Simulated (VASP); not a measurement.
# AlN (F-43m) in VASP: notebook, part 2 of 2

VASP 6.6.1.

## 3. Single point, LDA (volume scaled by 0.98)

INCAR reads:

```
PREC     = Accurate       # precision mode
ENCUT    = 520            # plane-wave cutoff, eV
EDIFF    = 1E-6           # SCF threshold, eV
ISMEAR   = 0              # smearing method
SIGMA    = 0.01           # smearing width, eV
LREAL    = F              # projectors in reciprocal space
LASPH    = T              # aspherical terms in the spheres
NELM     = 100            # most SCF steps
ALGO     = Normal         # electronic algorithm
ISIF     = 2              # what is computed and relaxed
LWAVE    = F              # write WAVECAR
LCHARG   = T              # write CHGCAR
LELF     = T              # ELF
LVHAR    = T            
NBANDS   = 11             # bands
```

KPOINTS reads:

```
Automatic mesh
0
Gamma
  10 10 10
```

POSCAR reads:

```
AlN
1.0
    0.0000000000      2.1565688339      2.1565688339
    2.1565688339      0.0000000000      2.1565688339
    2.1565688339      2.1565688339      0.0000000000
Al N
1 1
Direct
    0.0000000000      0.0000000000      0.0000000000
    0.7500000000      0.7500000000      0.7500000000
```

Potentials or basis: VASP PAW LDA potentials, release 64 (Al, N).

Run with:

```sh
$ cat potpaw_LDA.64/Al/POTCAR potpaw_LDA.64/N/POTCAR > POTCAR
$ mpirun -np 1 vasp_std > vasp.out
```

It took 3 s on 1 thread of Intel Xeon 6975P-C (Granite Rapids), shared host; peak memory 0.12 GiB.

Results (log left out):

```yaml
Free_energy: -16.3679 eV
Pressure: 5.1 GPa
Band_gap_on_the_k_mesh: 3.24 eV, indirect (least direct gap 4.58 eV)
```

Levels at points of the mesh, in eV from the valence-band top:
```
           k point  band 1  band 2  band 3  band 4  band 5  band 6  band 7  band 8  band 9
(0.00, 0.00, 0.00)  -15.05    0.00    0.00    0.00    4.58   12.71   12.71   12.71   17.83
(0.50, 0.00, 0.00)  -12.81   -6.07   -0.49   -0.49    7.61   10.03   11.20   11.20   18.25
(0.50, 0.50, 0.00)  -12.11   -5.07   -1.83   -1.83    3.24    8.64   14.27   15.96   15.96
```

Caveat: the cell differs from its parent crystal (volume scaled by 0.98).

## 4. Single point, LDA (volume scaled by 1.02)

INCAR reads:

```
ALGO = Normal
EDIFF = 1E-7
ENCUT = 520
GGA = CA
ISIF = 2
ISMEAR = 0
LASPH = True
LCHARG = True
LELF = True
LREAL = False
LVHAR = True
LWAVE = False
NBANDS = 11
NELM = 80
PREC = Accurate
SIGMA = 0.01
```

KPOINTS reads:

```
k-points
0
Gamma
  10 10 10
```

POSCAR reads:

```
AlN
1.0
    0.0000000000      2.1855195212      2.1855195212
    2.1855195212      0.0000000000      2.1855195212
    2.1855195212      2.1855195212      0.0000000000
Al N
1 1
Direct
    0.0000000000      0.0000000000      0.0000000000
    0.7500000000      0.7500000000      0.7500000000
```

Potentials or basis: VASP PAW LDA potentials, release 64 (Al, N).

Run with:

```sh
$ cat potpaw_LDA.64/Al/POTCAR potpaw_LDA.64/N/POTCAR > POTCAR
$ mpirun -np 1 vasp_std > vasp.out
```

OUTCAR:

```text
EDIFF = 1E-7
   ENCUT = 520
   GGA = CA
   ISIF = 2
   ISMEAR = 0
   LASPH = True
   LREAL = False
   NELM = 80
   PREC = Accurate

 ion  position               nearest neighbor table
   1  0.000  0.000  0.000-   2 1.89   2 1.89   2 1.89   2 1.89
   2  0.750  0.750  0.750-   1 1.89   1 1.89   1 1.89   1 1.89

  LATTYP: Found a face centered cubic cell.
 ALAT       =     4.3710390424

  Lattice vectors:

 A1 = (   0.0000000000,   2.1855195212,   2.1855195212)
[... 522 lines left out ...]
------------------------ aborting loop because EDIFF is reached ----------------------------------------

  FORCE on cell =-STRESS in cart. coord.  units (eV):
  Direction    XX          YY          ZZ          XY          YZ          ZX
  --------------------------------------------------------------------------------------
  -------------------------------------------------------------------------------------
  Total       -0.4488384     -0.4488384     -0.4488384      0.0000000      0.0000000      0.0000000
  in kB      -34.4434435    -34.4434435    -34.4434435      0.0000000      0.0000000      0.0000000
  external PRESSURE =     -34.4434435 kB  Pullay stress =       0.0000000 kB

 VOLUME and BASIS-vectors are now :
 -----------------------------------------------------------------------------
  energy-cutoff  :      520.00
  volume of cell :       20.88
      direct lattice vectors                 reciprocal lattice vectors
     0.000000000  2.185519521  2.185519521    -0.228778556  0.228778556  0.228778556
     2.185519521  0.000000000  2.185519521     0.228778556 -0.228778556  0.228778556
     2.185519521  2.185519521  0.000000000     0.228778556  0.228778556 -0.228778556

 POSITION                                       TOTAL-FORCE (eV/Angst)
 -----------------------------------------------------------------------------------
      0.00000      0.00000      0.00000         0.000000      0.000000     -0.000000
      3.27828      3.27828      3.27828        -0.000000     -0.000000      0.000000
 -----------------------------------------------------------------------------------
    total drift:                                0.000000      0.000000      0.000000

  FREE ENERGIE OF THE ION-ELECTRON SYSTEM (eV)
  ---------------------------------------------------
  free  energy   TOTEN  =       -16.3720325675 eV

  energy  without entropy=      -16.3720325675  energy(sigma->0) =      -16.37203257
```

OSZICAR:

```text
N       E                     dE             d eps       ncg     rms          rms(c)
DAV:   1     0.877433385130E+01    0.87743E+01   -0.39400E+03  1058   0.604E+02
DAV:   2    -0.180833103904E+02   -0.26858E+02   -0.26141E+02  1243   0.128E+02
DAV:   3    -0.188921414762E+02   -0.80883E+00   -0.80775E+00  1267   0.202E+01
DAV:   4    -0.188956235890E+02   -0.34821E-02   -0.34820E-02  1148   0.159E+00
DAV:   5    -0.188956544515E+02   -0.30863E-04   -0.30862E-04  1247   0.142E-01    0.864E+00
DAV:   6    -0.164438635939E+02    0.24518E+01   -0.12765E+01  1154   0.174E+01    0.295E+00
DAV:   7    -0.164015213373E+02    0.42342E-01   -0.10708E-01  1199   0.247E+00    0.195E+00
DAV:   8    -0.163727103157E+02    0.28811E-01   -0.33214E-02  1169   0.163E+00    0.415E-01
DAV:   9    -0.163720208073E+02    0.68951E-03   -0.24088E-03  1223   0.296E-01    0.188E-01
DAV:  10    -0.163720370941E+02   -0.16287E-04   -0.13857E-04  1165   0.824E-02    0.579E-02
DAV:  11    -0.163720326205E+02    0.44735E-05   -0.44753E-06  1220   0.173E-02    0.112E-02
DAV:  12    -0.163720325675E+02    0.53064E-07   -0.96673E-08   838   0.232E-03
   1 F= -.16372033E+02 E0= -.16372033E+02  d E =-.223729E-12
```

stdout:

```text
POSCAR found type information on POSCAR AlN
 POSCAR found :  2 types and       2 ions
 scaLAPACK will be used
 LDA part: xc-table for (Slater(with rela. corr.)+CA(PZ))
 , standard interpolation
 POSCAR, INCAR and KPOINTS ok, starting setup
 FFT: planning ... GRIDC
 FFT: planning ... GRID_SOFT
 FFT: planning ... GRID
 WAVECAR not read
 entering main loop
```

It took 3 s on 1 thread of Intel Xeon 6975P-C (Granite Rapids), shared host; peak memory 0.13 GiB.

Results:

| Quantity | Value |
| --- | --- |
| Free energy | -16.3720 eV |
| Pressure | -3.4 GPa |
| Band gap on the k mesh | 3.22 eV, indirect (least direct gap 4.22 eV) |

Levels at points of the mesh, in eV from the valence-band top:
| k point | band 1 | band 2 | band 3 | band 4 | band 5 | band 6 | band 7 | band 8 | band 9 |
| --- | --- | --- | --- | --- | --- | --- | --- | --- | --- |
| (0.00, 0.00, 0.00) | -14.81 | 0.00 | 0.00 | 0.00 | 4.22 | 12.31 | 12.31 | 12.31 | 17.51 |
| (0.50, 0.00, 0.00) | -12.70 | -5.90 | -0.49 | -0.49 | 7.25 | 9.75 | 10.95 | 10.95 | 17.71 |
| (0.50, 0.50, 0.00) | -12.04 | -4.95 | -1.79 | -1.79 | 3.22 | 8.40 | 13.72 | 15.46 | 15.46 |

Caveat: the cell differs from its parent crystal (volume scaled by 1.02). A k mesh can miss the band edges.

## 5. Relaxation of cell and atoms, LDA, target pressure 3 GPa, at which the enthalpy is minimised

This run uses another cell than the first one, of 10.23 Å³/atom, 1.014 times its volume.

INCAR reads:

```
  PREC = Accurate
  ENCUT = 600
  EDIFF = 1E-6
  ISMEAR = 0
  SIGMA = 0.01
  LREAL = False
  LASPH = True
  NELM = 100
  ALGO = Normal
  ISIF = 3
  LWAVE = False
  LCHARG = False
  GGA = CA
  IBRION = 2
  NSW = 80
  EDIFFG = -0.001
  PSTRESS = 30.0
```

KPOINTS reads:

```
Automatic mesh
0
Gamma
  10 10 10
```

POSCAR reads:

```
AlN
1.0
    0.0000000000      2.1711406870      2.1711406870
    2.1711406870      0.0000000000      2.1711406870
    2.1711406870      2.1711406870      0.0000000000
Al N
1 1
Direct
    0.0000000000      0.0000000000      0.0000000000
    0.7500000000      0.7500000000      0.7500000000
```

Run with:

```sh
$ cat potpaw_LDA.64/Al/POTCAR potpaw_LDA.64/N/POTCAR > POTCAR
$ mpirun -np 1 vasp_std > vasp.out
```

Run time: 8 s. Hardware: 1 thread of Intel Xeon 6975P-C (Granite Rapids), shared host; peak memory 0.14 GiB.

The run converged. Its results:

| Quantity | Value |
| --- | --- |
| Free energy | -16.3735 eV |
| Relaxed volume | 10.12 Å³/atom |
| Relaxed cell | a = 3.059 Å, b = 3.059 Å, c = 3.059 Å, α = 60.00°, β = 60.00°, γ = 60.00° |
| Space group after relaxing (to 0.05 Å) | F-43m (No. 216) |
| Energy change on relaxing (the enthalpy is what falls) | +1.3 meV/atom |
| Ionic steps | 3 |
| Pressure after relaxing | 3.0 GPa |
| Band gap on the k mesh | 3.24 eV, indirect (least direct gap 4.50 eV) |

Step by step:
```
step  energy change (eV)  largest force (eV/Å)  pressure (GPa)  volume (Å³)
   1              0.0000                0.0000            0.56        20.47
   2              0.0086                0.0000            5.59        20.01
   3              0.0025                0.0000            3.00        20.24
```

Final structure:
```cif
data_structure
_symmetry_space_group_name_H-M 'P 1'
_symmetry_Int_Tables_number 1
_cell_length_a 3.0590
_cell_length_b 3.0590
_cell_length_c 3.0590
_cell_angle_alpha 60.000
_cell_angle_beta 60.000
_cell_angle_gamma 60.000
_cell_volume 20.24
loop_
_atom_site_label
_atom_site_type_symbol
_atom_site_fract_x
_atom_site_fract_y
_atom_site_fract_z
_atom_site_occupancy
Al1 Al 0.00000 0.00000 0.00000 1
N1 N 0.75000 0.75000 0.75000 1
```

Levels at points of the mesh, in eV from the valence-band top:
```tsv
k point	band 2	band 3	band 4	band 5	band 6	band 7
(0.00, 0.00, 0.00)	0.00	0.00	0.00	4.50	12.62	12.62
(0.50, 0.00, 0.00)	-6.03	-0.49	-0.49	7.53	9.96	11.14
(0.50, 0.50, 0.00)	-5.04	-1.82	-1.82	3.24	8.58	14.15
```

Caveat: the cell is relaxed towards a set pressure, so the enthalpy falls and the energy may rise.

## 6. The runs side by side

| task | cell | cutoff (eV) | gap on the mesh (eV) | pressure (GPa) |
| --- | --- | --- | --- | --- |
| single point | a = 3.056 Å, angles 60.0°, 2 atoms | 520 | 3.24 | 3.7 |
| single point | a = 3.050 Å, angles 60.0°, 2 atoms | 520 | 3.24 | 5.1 |
| single point | a = 3.091 Å, angles 60.0°, 2 atoms | 520 | 3.22 | -3.4 |
| relaxation of cell and atoms | relaxed to 3 GPa from a = 3.070 Å, angles 60.0°, 2 atoms | 600 | 3.24 | 3.0 |

Alike in all rows: level LDA; potentials or basis VASP PAW LDA potentials, release 64 (Al, N); no spin polarisation; k mesh 10 × 10 × 10; smearing gaussian 0.01 eV.

Caveats: the cell is relaxed towards a set pressure, so the enthalpy falls and the energy may rise (some runs).

Absolute energies hang on the potentials; compare differences alone.
